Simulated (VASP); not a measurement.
A run of VASP 6.6.1:

Contents of INCAR:

```
ALGO = Normal ; EDIFF = 1E-6
ENCUT = 500 ; GGA = PE
GGA_COMPAT = F ; ISIF = 2
ISMEAR = 0 ; LASPH = T
LCHARG = F ; LREAL = F
LWAVE = F ; NBANDS = 17
NELM = 120 ; PREC = Accurate
SIGMA = 0.01
```

Contents of KPOINTS:

```
k-points
0
Gamma
  6 6 6
```

POSCAR

```
Na2S
1.0
    0.0000000000      3.2735000000      3.2735000000
    3.2735000000      0.0000000000      3.2735000000
    3.2735000000      3.2735000000      0.0000000000
Na S
2 1
Direct
    0.2500000000      0.2500000000      0.2500000000
    0.7500000000      0.7500000000      0.7500000000
    0.0000000000      0.0000000000      0.0000000000
```

Potentials or basis: VASP PAW PBE potentials, release 64 (Na_pv, S).

Launch:

```bash
$ cat potpaw_PBE.64/Na_pv/POTCAR potpaw_PBE.64/S/POTCAR > POTCAR
$ mpirun -np 1 vasp_std > vasp.out
```

Hardware: 1 thread of Intel Xeon 8259CL, on a shared host.

How long does it take, and how much memory?

It took 37 s on 1 thread of Intel Xeon 8259CL (shared host), peak memory 0.19 GiB. Counts: scf iterations 15, k points 16.
